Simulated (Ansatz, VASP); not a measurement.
## Co in VASP and in Ansatz

Contents of INCAR:

```
SYSTEM = Co
PREC = Accurate ; ENCUT = 520
EDIFF = 1E-6 ; ISMEAR = -1
SIGMA = 0.05 ; LREAL = .False.
LASPH = .True. ; NELM = 150
ALGO = Normal ; ISIF = 2
LWAVE = .False. ; LCHARG = .False.
ISPIN = 2 ; MAGMOM = 1.88
LORBIT = 11 ; LMAXMIX = 4
GGA = RP ; NBANDS = 14
```

The input KPOINTS:

```
Automatic mesh
0
Gamma
  17 17 17
  0 0 0
```

The input POSCAR:

```
Co
1.0
   -1.4745670256      1.4745670256      1.4745670256
    1.4745670256     -1.4745670256      1.4745670256
    1.4745670256      1.4745670256     -1.4745670256
Co
1
Direct
    0.0000000000      0.0000000000      0.0000000000
```

Input for Ansatz:

```yaml
crystal:
  lattice:
    - [-1.4745670256, 1.4745670256, 1.4745670256]
    - [1.4745670256, -1.4745670256, 1.4745670256]
    - [1.4745670256, 1.4745670256, -1.4745670256]
  atoms:
    - { symbol: Co, position: [0.0, 0.0, 0.0], spin: 1.88 }
hamiltonian:
  xc: rpbe
  pseudopotentials:
    kind: paw
    azcp:
      Co: "pseudopotentials/Co.paw.azcp"
basis:
  ecutwfc: 420
  fft_grid_basis: typed
kpoints:
  mp_grid: { grid: [17, 17, 17], shift: [0, 0, 0] }
magnetization:
  spin_polarized: true
scf:
  occupations: { method: fermi_dirac, width: 0.05 }
  lower_state_search: "off"
output:
  stress: true
```

Alike in both runs: task single point; functional RPBE; k mesh 17 × 17 × 17; occupations fermi-dirac, width 0.05 eV; collinear spin.

|  | VASP | Ansatz |
| --- | --- | --- |
| version | VASP 6.6.1 | Ansatz 0.2.0 |
| potentials or method | VASP PAW PBE potentials, release 64 (Co), cutoff 520 eV | plane waves (420 eV) with PAW, scalar-relativistic |
| valence electrons in the cell | 9 | 17 |

Ansatz gave:

```
pressure (GPa)                                                : -16.1
net moment per atom (μB)                                      : 1.85
size of the moment on the site where the two differ most (μB) : 1.94
```

**Question.** What did VASP give for the same quantities?

**Answer.** Pressure (GPa): -16.3; net moment per atom (μB): 1.82; size of the moment on the site where the two differ most (μB): 1.88.

VASP's potentials were made for PBE, not for RPBE. Site moments also hang on the region over which each program counts them. With one functional, cell and mesh, what is left measures potentials, basis and numerics. VASP's potentials hold 9 valence electrons a cell and Ansatz's 17, so a difference there can come from the potentials and not from the codes.
